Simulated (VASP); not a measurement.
# Ba (I4/mcm) in VASP: notebook, part 2 of 2

VASP 6.6.1.

## Step 3: Single point, PBE

This run uses another cell than the first one, of 68.10 Å³/atom, 1.020 times its volume.

File INCAR:

```
PREC = Accurate
ENCUT = 520
EDIFF = 1E-6
ISMEAR = -1
SIGMA = 0.05
LREAL = False
LASPH = True
NELM = 100
ALGO = Fast
ISIF = 2
LWAVE = False
LCHARG = True
GGA = PE
LELF = True
LVHAR = True
NBANDS = 28
```

File KPOINTS:

```
Automatic mesh
0
Gamma
  5 5 5
```

File POSCAR:

```
Ba
1.0
   -4.1855588078      4.1855588078      3.8872602596
    4.1855588078     -4.1855588078      3.8872602596
    4.1855588078      4.1855588078     -3.8872602596
Ba
4
Direct
    0.6818578900      0.1818578900      0.8637157800
    0.3181421100      0.8181421100      0.1362842200
    0.1818578900      0.3181421100      0.5000000000
    0.8181421100      0.6818578900      0.5000000000
```

Potentials or basis: VASP PAW PBE potentials, release 64 (Ba_sv).

Command:

```console
> cat potpaw_PBE.64/Ba_sv/POTCAR > POTCAR
> mpirun -np 1 vasp_std > vasp.out
```

OUTCAR:

```text
PREC = Accurate
   ENCUT = 520
   EDIFF = 1E-6
   ISMEAR = -1
   LREAL = False
   LASPH = True
   NELM = 100
   ISIF = 2
   GGA = PE

 ion  position               nearest neighbor table
   1  0.682  0.182  0.864-   2 4.21   2 4.21   2 4.31   4 4.34   3 4.34   3 4.34   4 4.34
   2  0.318  0.818  0.136-   1 4.21   1 4.21   1 4.31   4 4.34   3 4.34   4 4.34   3 4.34
   3  0.182  0.318  0.500-   4 4.21   4 4.21   4 4.31   2 4.34   1 4.34   2 4.34   1 4.34
   4  0.818  0.682  0.500-   3 4.21   3 4.21   3 4.31   2 4.34   1 4.34   2 4.34   1 4.34

  LATTYP: Found a body centered tetragonal cell.
 ALAT       =     8.3711176156
 C/A-ratio  =     0.9287314880

  Lattice vectors:

 A1 = (  -4.1855588078,   4.1855588078,   3.8872602596)
 A2 = (   4.1855588078,  -4.1855588078,   3.8872602596)
 A3 = (   4.1855588078,   4.1855588078,  -3.8872602596)

Analysis of symmetry for initial positions (statically):
=====================================================================
 Subroutine PRICEL returns:
 Original cell was already a primitive cell.

 Routine SETGRP: Setting up the symmetry group for a
[... 166 lines left out ...]
  energy without entropy =       -7.02615408  energy(sigma->0) =       -7.04516053

 E-fermi :   1.3942     XC(G=0):  -7.1424

 val. band max:        1.3425606186   @ k =  -0.4000   0.4000   0.0000
 cond. band min:       1.4022604872   @ k =  -0.2000  -0.2000   0.2000
 fundamental gap:      0.0596998687
 Fermi energy:         1.3941866298

 k-point     1 :       0.0000    0.0000    0.0000
  band No.  band energies     occupation
      1     -27.7136      2.00000
      2     -27.6687      2.00000
      3     -27.6531      2.00000
      4     -27.6531      2.00000
      5     -13.0815      2.00000
      6     -12.9971      2.00000
[... 547 lines left out ...]
     27       2.8999      0.00000
     28       2.9523      0.00000

------------------------ aborting loop because EDIFF is reached ----------------------------------------

  FORCE on cell =-STRESS in cart. coord.  units (eV):
  Direction    XX          YY          ZZ          XY          YZ          ZX
  --------------------------------------------------------------------------------------
  -------------------------------------------------------------------------------------
  Total       -0.5170220     -0.5170220     -0.7689048      0.0000000      0.0000000      0.0000000
  in kB       -3.0409490     -3.0409490     -4.5224384      0.0000000      0.0000000      0.0000000
  external PRESSURE =      -3.5347788 kB  Pullay stress =       0.0000000 kB

 VOLUME and BASIS-vectors are now :
 -----------------------------------------------------------------------------
  energy-cutoff  :      520.00
  volume of cell :      272.40
      direct lattice vectors                 reciprocal lattice vectors
    -4.185558808  4.185558808  3.887260260     0.000000000  0.119458362  0.128625296
     4.185558808 -4.185558808  3.887260260     0.119458362  0.000000000  0.128625296
     4.185558808  4.185558808 -3.887260260     0.119458362  0.119458362  0.000000000

 POSITION                                       TOTAL-FORCE (eV/Angst)
 -----------------------------------------------------------------------------------
      1.52235      5.70791      0.00000        -0.088579     -0.088579      0.000000
      2.66321     -1.52235      3.88726         0.088579      0.088579     -0.000000
      2.66321      1.52235      0.00000         0.088579     -0.088579     -0.000000
      1.52235      2.66321      3.88726        -0.088579      0.088579     -0.000000
 -----------------------------------------------------------------------------------
    total drift:                               -0.000000     -0.000000      0.000000

  FREE ENERGIE OF THE ION-ELECTRON SYSTEM (eV)
  ---------------------------------------------------
  free  energy   TOTEN  =        -7.0641669735 eV

  energy  without entropy=       -7.0261540849  energy(sigma->0) =       -7.04516053
```

OSZICAR:

```text
N       E                     dE             d eps       ncg     rms          rms(c)
DAV:   1     0.330600129357E+03    0.33060E+03   -0.15987E+04  1008   0.115E+03
DAV:   2     0.190789485135E+02   -0.31152E+03   -0.30702E+03  1496   0.237E+02
DAV:   3    -0.609184902021E+01   -0.25171E+02   -0.24884E+02  1364   0.708E+01
DAV:   4    -0.707590570094E+01   -0.98406E+00   -0.97978E+00  1544   0.109E+01
DAV:   5    -0.709638508230E+01   -0.20479E-01   -0.20444E-01  1344   0.162E+00    0.324E+00
RMM:   6    -0.706459605910E+01    0.31789E-01   -0.42522E-02  1164   0.103E+00    0.193E+00
RMM:   7    -0.706269040853E+01    0.19057E-02   -0.82019E-02  1235   0.161E+00    0.182E-01
RMM:   8    -0.706365019214E+01   -0.95978E-03   -0.13120E-02  1444   0.482E-01    0.469E-02
RMM:   9    -0.706406437363E+01   -0.41418E-03   -0.37207E-03  1817   0.184E-01    0.321E-02
RMM:  10    -0.706413008198E+01   -0.65708E-04   -0.61175E-04  1823   0.771E-02    0.171E-02
RMM:  11    -0.706415666773E+01   -0.26586E-04   -0.25881E-04  1811   0.409E-02    0.747E-03
RMM:  12    -0.706416212603E+01   -0.54583E-05   -0.66449E-05  1631   0.239E-02    0.330E-03
RMM:  13    -0.706416534390E+01   -0.32179E-05   -0.33401E-05  1468   0.153E-02    0.124E-03
RMM:  14    -0.706416653092E+01   -0.11870E-05   -0.11375E-05  1369   0.906E-03    0.616E-04
RMM:  15    -0.706416697352E+01   -0.44260E-06   -0.48209E-06  1097   0.514E-03
   1 F= -.70641670E+01 E0= -.70451605E+01  d E =-.380129E-01
```

It took 2.3 min on 1 thread of Intel Xeon 6975P-C (Granite Rapids), shared host; peak memory 0.43 GiB.

Results:

```
Free energy            : -7.0642 eV
Pressure               : -0.4 GPa
Largest force          : 0.125 eV/Å
Band gap on the k mesh : zero (band 20 reaches 1.51 eV, above the bottom of band 21 at 1.31 eV)
```

Forces on the atoms (eV/Å):
```
Ba  -0.089 -0.089  0.000
Ba   0.089  0.089  0.000
Ba   0.089 -0.089  0.000
Ba  -0.089  0.089  0.000
```

Levels at points of the mesh, in eV from the Fermi level:
| k point | band 17 | band 18 | band 19 | band 20 | band 21 | band 22 | band 23 | band 24 |
| --- | --- | --- | --- | --- | --- | --- | --- | --- |
| (0.00, 0.00, 0.00) | -2.68 | -0.44 | -0.42 | -0.20 | 0.25 | 0.25 | 0.83 | 1.00 |

Caveat: spin-orbit coupling is left out, which moves the levels of the heavy elements.

## Step 4: Single point, PBE

This run uses another cell than the first one, of 69.41 Å³/atom, 1.039 times its volume.

File INCAR:

```
PREC = Accurate
ENCUT = 520
EDIFF = 1E-6
ISMEAR = -1
SIGMA = 0.05
LREAL = F
LASPH = T
NELM = 100
ALGO = Fast
ISIF = 2
LWAVE = F
LCHARG = F
GGA = PE
NBANDS = 28
```

File KPOINTS:

```
regular mesh
0
Gamma
  5 5 5
```

File POSCAR:

```
Ba
1.0
   -4.2122191369      4.2122191369      3.9120205466
    4.2122191369     -4.2122191369      3.9120205466
    4.2122191369      4.2122191369     -3.9120205466
Ba
4
Direct
    0.6818578900      0.1818578900      0.8637157800
    0.3181421100      0.8181421100      0.1362842200
    0.1818578900      0.3181421100      0.5000000000
    0.8181421100      0.6818578900      0.5000000000
```

Command:

```console
> cat potpaw_PBE.64/Ba_sv/POTCAR > POTCAR
> mpirun -np 1 vasp_std > vasp.out
```

Run time: 2.1 min. Hardware: 1 thread of Intel Xeon 6975P-C (Granite Rapids), shared host; peak memory 0.43 GiB.

The run converged. Its results:

```
Free energy            : -7.0509 eV
Pressure               : -0.5 GPa
Largest force          : 0.133 eV/Å
Band gap on the k mesh : zero (band 20 reaches 1.43 eV, above the bottom of band 21 at 1.26 eV)
```

Forces in eV/Å, atoms in the order of the input:
```
Ba  -0.094 -0.094  0.000
Ba   0.094  0.094  0.000
Ba   0.094 -0.094  0.000
Ba  -0.094  0.094  0.000
```

Stress tensor (GPa, compression positive):
```
-0.41  0.00  0.00
 0.00 -0.41  0.00
 0.00  0.00 -0.57
```

Levels at points of the mesh, in eV from the Fermi level:
| k point | band 16 | band 17 | band 18 | band 19 | band 20 | band 21 | band 22 | band 23 | band 24 | band 25 |
| --- | --- | --- | --- | --- | --- | --- | --- | --- | --- | --- |
| (0.00, 0.00, 0.00) | -14.09 | -2.67 | -0.42 | -0.41 | -0.19 | 0.24 | 0.24 | 0.80 | 0.99 | 1.30 |

Caveat: spin-orbit coupling is left out, which moves the levels of the heavy elements.

## Step 5: The runs side by side

| cell | further INCAR settings | gap on the mesh (eV) | pressure (GPa) | largest force (eV/Å) |
| --- | --- | --- | --- | --- |
| a = 7.036 Å, angles 107.5, 107.5, 113.4°, 4 atoms | ALGO = Fast; EDIFF = 1e-07; NBANDS = 28 | none | -0.2 | 0.12 |
| a = 7.082 Å, angles 107.5, 107.5, 113.4°, 4 atoms | ALGO = Fast; EDIFF = 1e-06; NBANDS = 28 | none | -0.4 | 0.13 |
| a = 7.127 Å, angles 107.5, 107.5, 113.4°, 4 atoms | ALGO = Fast; EDIFF = 1e-06; NBANDS = 28 | none | -0.5 | 0.13 |

Alike in all rows: task single point; level PBE; potentials or basis VASP PAW PBE potentials, release 64 (Ba_sv); no spin polarisation; k mesh 5 × 5 × 5; cutoff (eV) 520; smearing fermi-dirac 0.05 eV.

Caveats: spin-orbit coupling is left out, which moves the levels of the heavy elements.

Total energies depend on the potentials used, so only differences within one code and one set of settings carry meaning.
